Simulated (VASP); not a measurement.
# NiGe3 (Pm-3m) in VASP: further runs

NiGe3 is run at these levels: r2SCAN, PBE; tasks: single point, relaxation of cell and atoms.

All numbers are computed with VASP 6.6.1; they aren't measurements. Logs are shortened: lines on timing, memory, paths and dates and some standing lists are left out, and cuts for length are marked.

## 1. The cell of the first run

The structure is cubic, space group Pm-3m (No. 221). The conventional cell has a = 4.035 Å, b = 4.035 Å, c = 4.035 Å, α = 90.00°, β = 90.00°, γ = 90.00°. Ge (site symmetry 4/mmm) has 8 Ge at 2.85 Å and 4 Ni at 2.85 Å within 3.8 Å. Within 3.8 Å of Ni (site symmetry m-3m) lie 12 Ge at 2.85 Å.

## 2. Single point, r2SCAN

File POSCAR:

```
NiGe3
1.0
    4.0351724960      0.0000000000      0.0000000000
    0.0000000000      4.0351724960      0.0000000000
    0.0000000000      0.0000000000      4.0351724960
Ge Ni
3 1
Direct
    0.0000000000      0.5000000000      0.5000000000
    0.5000000000      0.0000000000      0.5000000000
    0.5000000000      0.5000000000      0.0000000000
    0.0000000000      0.0000000000      0.0000000000
```

File INCAR.step1:

```
SYSTEM = NiGe3
ALGO     = Normal         ! electronic algorithm
EDIFF    = 1E-4           ! SCF threshold, eV
ENCUT    = 520            ! plane-wave cutoff, eV
GGA      = PE             ! functional
ISMEAR   = 0              ! smearing method
LASPH    = .True.         ! aspherical terms in the spheres
LCHARG   = .False.        ! write CHGCAR
LREAL    = .False.        ! projectors in reciprocal space
LWAVE    = .True.         ! write WAVECAR
NBANDS   = 34             ! bands
NELM     = 100            ! most SCF steps
PREC     = Accurate       ! precision mode
SIGMA    = 0.1            ! smearing width, eV
```

File INCAR.step2:

```
SYSTEM = NiGe3
ALGO     = Normal         ! electronic algorithm
EDIFF    = 1E-6           ! SCF threshold, eV
ENCUT    = 520            ! plane-wave cutoff, eV
ISIF     = 2              ! what is computed and relaxed
ISMEAR   = 0              ! smearing method
ISTART   = 1            
LASPH    = .True.         ! aspherical terms in the spheres
LCHARG   = .False.        ! write CHGCAR
LMIXTAU  = .True.       
LREAL    = .False.        ! projectors in reciprocal space
LWAVE    = .False.        ! write WAVECAR
METAGGA  = R2SCAN         ! meta-GGA
NBANDS   = 34             ! bands
NELM     = 100            ! most SCF steps
PREC     = Accurate       ! precision mode
SIGMA    = 0.1            ! smearing width, eV
```

File KPOINTS:

```
k-points
0
Gamma
  10 10 10
  0 0 0
```

Potentials or basis: VASP PAW PBE potentials, release 64 (Ge_d, Ni).

Launch:

```sh
> cat potpaw_PBE.64/Ge_d/POTCAR potpaw_PBE.64/Ni/POTCAR > POTCAR
> cp INCAR.step1 INCAR
> mpirun -np 1 vasp_std > vasp.out
> cp INCAR.step2 INCAR
> mpirun -np 1 vasp_std > vasp.out
```

OUTCAR:

```text
SYSTEM = NiGe3
   EDIFF = 1E-6
   ENCUT = 520
   ISIF = 2
   ISMEAR = 0
   ISTART = 1
   LASPH = .True.
   LREAL = .False.
   METAGGA = R2SCAN
   NELM = 100
   PREC = Accurate

 ion  position               nearest neighbor table
   1  0.000  0.500  0.500-   2 2.85   3 2.85   4 2.85   3 2.85   4 2.85   2 2.85   4 2.85   4 2.85
                             2 2.85   3 2.85   3 2.85   2 2.85
   2  0.500  0.000  0.500-   1 2.85   3 2.85   4 2.85   3 2.85   4 2.85   1 2.85   3 2.85   3 2.85
                             1 2.85   4 2.85   4 2.85   1 2.85
   3  0.500  0.500  0.000-   1 2.85   2 2.85   4 2.85   1 2.85   2 2.85   2 2.85   4 2.85   2 2.85
                             1 2.85   4 2.85   1 2.85   4 2.85
   4  0.000  0.000  0.000-   1 2.85   2 2.85   3 2.85   1 2.85   2 2.85   1 2.85   3 2.85   1 2.85
                             2 2.85   3 2.85   2 2.85   3 2.85

  LATTYP: Found a simple cubic cell.
 ALAT       =     4.0351724960

  Lattice vectors:

 A1 = (   4.0351724960,   0.0000000000,   0.0000000000)
 A2 = (   0.0000000000,   4.0351724960,   0.0000000000)
 A3 = (   0.0000000000,   0.0000000000,   4.0351724960)

Analysis of symmetry for initial positions (statically):
=====================================================================
 Subroutine PRICEL returns:
 Original cell was already a primitive cell.

 Routine SETGRP: Setting up the symmetry group for a
 simple cubic supercell.

 Subroutine GETGRP returns: Found 48 space group operations
 (whereof 48 operations were pure point group operations)
 out of a pool of 48 trial point group operations.

The static configuration has the point symmetry O_h .

Analysis of symmetry for dynamics (positions and initial velocities):
=====================================================================
 Subroutine PRICEL returns:
 Original cell was already a primitive cell.

 Routine SETGRP: Setting up the symmetry group for a
 simple cubic supercell.

 Subroutine GETGRP returns: Found 48 space group operations
 (whereof 48 operations were pure point group operations)
 out of a pool of 48 trial point group operations.

The dynamic configuration has the point symmetry O_h .

 Subroutine INISYM returns: Found 48 space group operations
 (whereof 48 operations are pure point group operations),
 and found     1 'primitive' translations

----------------------------------------------------------------------------------------

                                     Primitive cell

  volume of cell :      65.7032

  direct lattice vectors                    reciprocal lattice vectors
     4.035172496  0.000000000  0.000000000     0.247820880  0.000000000  0.000000000
     0.000000000  4.035172496  0.000000000     0.000000000  0.247820880  0.000000000
     0.000000000  0.000000000  4.035172496     0.000000000  0.000000000  0.247820880

  length of vectors
     4.035172496  4.035172496  4.035172496     0.247820880  0.247820880  0.247820880

  position of ions in fractional coordinates (direct lattice)
     0.000000000  0.500000000  0.500000000
     0.500000000  0.000000000  0.500000000
     0.500000000  0.500000000  0.000000000
     0.000000000  0.000000000  0.000000000

  ion indices of the primitive-cell ions
   primitive index   ion index
                 1           1
                 2           2
                 3           3
                 4           4

----------------------------------------------------------------------------------------

 KPOINTS: k-points

Automatic generation of k-mesh.
 Grid dimensions read from file:
 generate k-points for:   10   10   10

 Generating k-lattice:

  Cartesian coordinates                     Fractional coordinates (reciprocal lattice)
     0.024782088  0.000000000  0.000000000     0.100000000  0.000000000  0.000000000
     0.000000000  0.024782088  0.000000000     0.000000000  0.100000000  0.000000000
     0.000000000  0.000000000  0.024782088     0.000000000  0.000000000  0.100000000

  Length of vectors
     0.024782088  0.024782088  0.024782088

  Shift w.r.t. Gamma in fractional coordinates (k-lattice)
     0.000000000  0.000000000  0.000000000

 Subroutine IBZKPT returns following result:
 ===========================================

 Found     56 irreducible k-points:

 Following reciprocal coordinates:
            Coordinates               Weight
  0.000000  0.000000  0.000000      1.000000
  0.100000  0.000000  0.000000      6.000000
  0.200000  0.000000  0.000000      6.000000
  0.300000  0.000000  0.000000      6.000000
  0.400000  0.000000  0.000000      6.000000
  0.500000  0.000000  0.000000      3.000000
[... 16 lines left out ...]
  0.200000  0.100000  0.100000     24.000000
  0.300000  0.100000  0.100000     24.000000
 [... further k-points ...]
   k-points           NKPTS =     56   k-points in BZ     NKDIM =     56   number of bands    NBANDS=     34
   number of dos      NEDOS =    301   number of ions     NIONS =      4
   total plane-waves  NPLWV =  27000
   dimension x,y,z NGX =    30 NGY =   30 NGZ =   30
   dimension x,y,z NGXF=    60 NGYF=   60 NGZF=   60
   ions per type =               3   1
   NGX,Y,Z   is equivalent  to a cutoff of  12.36, 12.36, 12.36 a.u.
   NGXF,Y,Z  is equivalent  to a cutoff of  24.72, 24.72, 24.72 a.u.
 SYSTEM =  NiGe3
   PREC   = accura    normal or accurate (medium, high low for compatibility)
   ISTART =      1    job   : 0-new  1-cont  2-samecut
   ICHARG =      0    charge: 1-file 2-atom 10-const
   ISPIN  =      1    spin polarized calculation?
   LNONCOLLINEAR =      F non collinear calculations
   LSORBIT =      F    spin-orbit coupling
   LASPH  =      T    aspherical Exc in radial PAW
   ENCUT  =  520.0 eV  38.22 Ry    6.18 a.u.   7.50  7.50  7.50*2*pi/ulx,y,z
   NELM   =    100;   NELMIN=  2; NELMDL=  0     # of ELM steps
   EDIFF  = 0.1E-05   stopping-criterion for ELM
   LREAL  =      F    real-space projection
   EDIFFG = 0.1E-04   stopping-criterion for IOM
   NSW    =      0    number of steps for IOM
   IBRION =     -1    ionic relax: 0-MD 1-quasi-New 2-CG
   NFREE  =      0    steps in history (QN), initial steepest desc. (CG)
   ISIF   =      2    stress and relaxation
   ISYM   =      2    0-nonsym 1-usesym 2-fastsym
   POTIM  = 0.5000    time-step for ionic-motion
   TEBEG  =    0.0;   TEEND  =   0.0 temperature during run
   PSTRESS=    0.0 pullay stress
   NELECT =      52.0000    total number of electrons
   NUPDOWN=      -1.0000    fix difference up-down
   EMIN   =  10.00;   EMAX   =-10.00  energy-range for DOS
   EFERMI =   0.00;   METHOD = LEGACY
   ISMEAR =     0;   SIGMA  =   0.10  broadening in eV -4-tet -1-fermi 0-gaus
   EFERMI_NEDOS =   21; number of points for ismear=-14 and -15
   IALGO  =     38    algorithm
   IMIX   =      4    mixing-type and parameters
     AMIX     =   0.40;   BMIX     =  1.00
     AMIX_MAG =   1.60;   BMIX_MAG =  1.00
  volume/ion in A,a.u.               =      16.43       110.85
  Fermi-wavevector in a.u.,A,eV,Ry     =   1.514307  2.861625 31.199856  2.293125
  Thomas-Fermi vector in A             =   2.623982
   LORBIT       =      0    0 simple, 1 ext, 2 COOP (PROOUT), +10 PAW based schemes
   METAGGA = R2SCAN    functional components
   LHFCALC =     F    Hartree Fock is set to
   AEXX    =    0.0000 exact exchange contribution
   IVDW    =     0    specifies the selected vdW correction
   LEPSILON=     F    determine dielectric tensor
   LRPA    =     F    only Hartree local field effects (RPA)
 non-spin polarized calculation
 Gauss-broadening in eV      SIGMA  =   0.10
  energy-cutoff  :      520.00
  volume of cell :       65.70
 maximum number of plane-waves:      1800
   NGX = 15   NGY = 15   NGZ = 15

 number of electron      51.9999877 magnetization

 Free energy of the ion-electron system (eV)
  ---------------------------------------------------
  ext. energy  EPLUGINS =         0.00000000
  ---------------------------------------------------
  free energy    TOTEN  =       -51.71921093 eV

  energy without entropy =      -51.70670158  energy(sigma->0) =      -51.71295626

 E-fermi :   7.4792     XC(G=0): -12.9070

 val. band max:        7.4675464952   @ k =   0.4000   0.0000   0.0000
 cond. band min:       7.4813801666   @ k =   0.2000   0.2000   0.1000
 fundamental gap:      0.0138336713
 Fermi energy:         7.4791671976

 k-point     1 :       0.0000    0.0000    0.0000
  band No.  band energies     occupation
      1     -18.1461      2.00000
      2     -18.1461      2.00000
      3     -18.1461      2.00000
      4     -18.1386      2.00000
      5     -18.0496      2.00000
      6     -18.0496      2.00000
[... 26 lines left out ...]
     33      13.4308      0.00000
     34      16.4089      0.00000

 k-point     2 :       0.1000    0.0000    0.0000
  band No.  band energies     occupation
      1     -18.1453      2.00000
      2     -18.1409      2.00000
      3     -18.1409      2.00000
      4     -18.1349      2.00000
      5     -18.0491      2.00000
      6     -18.0465      2.00000
[... 26 lines left out ...]
     33      13.0450      0.00000
     34      16.4625      0.00000

 k-point     3 :       0.2000    0.0000    0.0000
  band No.  band energies     occupation
      1     -18.1433      2.00000
      2     -18.1258      2.00000
      3     -18.1258      2.00000
      4     -18.1247      2.00000
      5     -18.0477      2.00000
      6     -18.0377      2.00000
[... 26 lines left out ...]
     33      12.8494      0.00000
     34      16.6188      0.00000

 k-point     4 :       0.3000    0.0000    0.0000
  band No.  band energies     occupation
      1     -18.1408      2.00000
      2     -18.1098      2.00000
      3     -18.1021      2.00000
      4     -18.1021      2.00000
      5     -18.0457      2.00000
      6     -18.0247      2.00000
[... 26 lines left out ...]
     33      13.1387      0.00000
     34      16.8571      0.00000

 k-point     5 :       0.4000    0.0000    0.0000
  band No.  band energies     occupation
      1     -18.1386      2.00000
      2     -18.0944      2.00000
      3     -18.0721      2.00000
      4     -18.0721      2.00000
      5     -18.0434      2.00000
      6     -18.0204      2.00000
[... 621 lines left out ...]
 k-point    22 :       0.1000    0.1000    0.1000
  band No.  band energies     occupation
      1     -18.1398      2.00000
      2     -18.1341      2.00000
      3     -18.1341      2.00000
      4     -18.1264      2.00000
      5     -18.0441      2.00000
      6     -18.0441      2.00000
[... 26 lines left out ...]
     33      13.2770      0.00000
     34      16.9298      0.00000

 k-point    23 :       0.2000    0.1000    0.1000
  band No.  band energies     occupation
      1     -18.1360      2.00000
      2     -18.1250      2.00000
      3     -18.1208      2.00000
      4     -18.1136      2.00000
      5     -18.0429      2.00000
      6     -18.0350      2.00000
[... 26 lines left out ...]
     33      13.2259      0.00000
     34      17.1853      0.00000

 k-point    24 :       0.3000    0.1000    0.1000
  band No.  band energies     occupation
      1     -18.1326      2.00000
      2     -18.1099      2.00000
      3     -18.0999      2.00000
      4     -18.0936      2.00000
      5     -18.0417      2.00000
      6     -18.0221      2.00000
[... 26 lines left out ...]
     33      13.3996      0.00000
     34      16.1584      0.00000

 [... further k-points ...]
[... 5 lines left out ...]
  --------------------------------------------------------------------------------------
  -------------------------------------------------------------------------------------
  Total       -1.4050771     -1.4050771     -1.4050771      0.0000000      0.0000000      0.0000000
  in kB      -34.2629241    -34.2629241    -34.2629241      0.0000000      0.0000000      0.0000000
  external PRESSURE =     -34.2629241 kB  Pullay stress =       0.0000000 kB

 VOLUME and BASIS-vectors are now :
 -----------------------------------------------------------------------------
  energy-cutoff  :      520.00
  volume of cell :       65.70
      direct lattice vectors                 reciprocal lattice vectors
     4.035172496  0.000000000  0.000000000     0.247820880  0.000000000  0.000000000
     0.000000000  4.035172496  0.000000000     0.000000000  0.247820880  0.000000000
     0.000000000  0.000000000  4.035172496     0.000000000  0.000000000  0.247820880

 POSITION                                       TOTAL-FORCE (eV/Angst)
 -----------------------------------------------------------------------------------
      0.00000      2.01759      2.01759         0.000000      0.000000      0.000000
      2.01759      0.00000      2.01759         0.000000      0.000000      0.000000
      2.01759      2.01759      0.00000         0.000000      0.000000      0.000000
      0.00000      0.00000      0.00000         0.000000      0.000000      0.000000
 -----------------------------------------------------------------------------------
    total drift:                                0.000000      0.000000     -0.000000

  FREE ENERGIE OF THE ION-ELECTRON SYSTEM (eV)
  ---------------------------------------------------
  free  energy   TOTEN  =       -51.7192109330 eV

  energy  without entropy=      -51.7067015785  energy(sigma->0) =      -51.71295626
```

Run time: 4.1 min. Hardware: 1 thread of Intel Xeon 6975P-C (Granite Rapids), shared host; peak memory 0.23 GiB.

Results:

```yaml
Free_energy: -51.7192 eV
Pressure: -3.4 GPa
Band_gap_on_the_k_mesh: zero (band 26 reaches 7.91 eV, above the bottom of band 27 at 6.67 eV)
```

Caveat: the PAW data sets were made with another functional, which shifts forces and pressure a little.

(Continued in part 2 of 2.)
